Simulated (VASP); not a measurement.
Write the native input for VASP 6.6.1 that does the following.

```yaml
Task: single point
Functional: PBE
Potentials_or_basis: VASP PAW PBE potentials, release 64 (Be, Te)
Cutoff: 600 eV
k_mesh: 8 × 8 × 8
Occupations: gaussian, width 0.02 eV
Spin: no spin polarisation
Dipole_correction: no
Further_INCAR_settings: ALGO = Normal; EDIFF = 1e-06; NBANDS = 11
```

The structure of BeTe (v.b) lies in POSCAR:

```
BeTe
1.0
    0.0000000000      2.8323125490      2.8323125490
    2.8323125490      0.0000000000      2.8323125490
    2.8323125490      2.8323125490      0.0000000000
Be Te
1 1
Direct
    0.0000000000      0.0000000000      0.0000000000
    0.2500000000      0.2500000000      0.2500000000
```

The input as run:

INCAR

```
SYSTEM = BeTe
ALGO = Normal
EDIFF = 1E-6
ENCUT = 600
GGA = PE
GGA_COMPAT = .FALSE.
ISIF = 2
ISMEAR = 0
LASPH = .TRUE.
LCHARG = .TRUE.
LELF = .TRUE.
LREAL = .FALSE.
LVHAR = .TRUE.
LWAVE = .FALSE.
NBANDS = 11
NELM = 120
PREC = Accurate
SIGMA = 0.02
```

KPOINTS

```
k-points
0
G
  8 8 8
  0 0 0
```

Potentials or basis: VASP PAW PBE potentials, release 64 (Be, Te).

Launch:

```bash
$ cat potpaw_PBE.64/Be/POTCAR potpaw_PBE.64/Te/POTCAR > POTCAR
$ mpirun -np 1 vasp_std > vasp.out
```

It gave:

```
Pressure               : 0.1 GPa
Band gap on the k mesh : 2.02 eV, indirect (least direct gap 3.62 eV)
```

Caveat: spin-orbit coupling is left out, which moves the levels of the heavy elements.

It took 7.9 s on 1 thread of Intel(R) Xeon(R) 6975P-C (Granite Rapids), on a shared host, peak memory 0.18 GiB.
